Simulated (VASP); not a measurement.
Input of a VASP 6.6.1 run:

File INCAR:

```
SYSTEM = Zr
PREC = Accurate ; ENCUT = 520
EDIFF = 1E-6 ; ISMEAR = -1
SIGMA = 0.05 ; LREAL = .FALSE.
LASPH = .TRUE. ; NELM = 60
ALGO = Normal ; ISIF = 2
LWAVE = .FALSE. ; LCHARG = .FALSE.
GGA = PE ; NBANDS = 19
```

Contents of KPOINTS:

```
Automatic mesh
0
G
  8 8 4
  0 0 0
```

The input POSCAR:

```
Zr
1.0
    3.2320000000      0.0000000000      0.0000000000
   -1.6160000000      2.7989941050      0.0000000000
    0.0000000000      0.0000000000      5.2499400000
Zr
2
Direct
    0.6666666667      0.3333333333      0.7500000000
    0.3333333333      0.6666666667      0.2500000000
```

Potentials or basis: VASP PAW PBE potentials, release 64 (Zr_sv).

The run is started by

```sh
$ cat potpaw_PBE.64/Zr_sv/POTCAR > POTCAR
$ mpirun -np 1 vasp_std > vasp.out
```

(1) Estimate the pressure.

(2) Predict the band gap on the k mesh.

## Answers

(1) -1.2 GPa.

(2) zero (bands 12 and 13 overlap by 0.96 eV).
